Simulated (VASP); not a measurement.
Crystal: Mn3Cr.

```
Mn Cr
1.0
     0.00000    2.84903    2.84903
     2.84903    0.00000    2.84903
     2.84903    2.84903    0.00000
Mn Cr
3 1
Cartesian
  1.4245 1.4245 1.4245
  4.2735 4.2735 4.2735
  2.8490 2.8490 2.8490
  0.0000 0.0000 0.0000
```

```yaml
Program: VASP 6.6.1
Task: relaxation of cell and atoms
Functional: PBE
Potentials_or_basis: VASP PAW PBE potentials, release 64 (Mn_pv, Cr_pv)
Cutoff: 600 eV
k_mesh: 12 × 12 × 12
Occupations: gaussian, width 0.1 eV
Spin: no spin polarisation
```

At the start: pressure -13.1 GPa; volume 11.56 Å³/atom.

Q: How do energy, volume and symmetry change on relaxing?

A: Over 6 steps the energy falls by 26.2 meV/atom and the volume is 10.95 Å³/atom (-5.3 %); space group Fm-3m (No. 225, to 0.1 Å) before and after.

Step by step:
| step | energy change (eV) | largest force (eV/Å) | pressure (GPa) | volume (Å³) |
| --- | --- | --- | --- | --- |
| 1 | 0.0000 | 0.0000 | -13.12 | 46.25 |
| 2 | 0.1939 | 0.0000 | 28.73 | 40.20 |
| 3 | -0.1046 | 0.0000 | -0.54 | 43.87 |
| 4 | -0.1046 | 0.0000 | 0.20 | 43.79 |
| 5 | -0.1046 | 0.0000 | -0.35 | 43.87 |
| 6 | -0.1046 | 0.0000 | -0.01 | 43.82 |

Final structure:
```
Mn Cr
1.0
     0.00000    2.79813    2.79813
     2.79813    0.00000    2.79813
     2.79813    2.79813    0.00000
Mn Cr
3 1
Direct
  0.25000 0.25000 0.25000
  0.75000 0.75000 0.75000
  0.50000 0.50000 0.50000
  0.00000 0.00000 0.00000
```

Caveat: the run has no spin polarisation, though such a crystal can be magnetic.
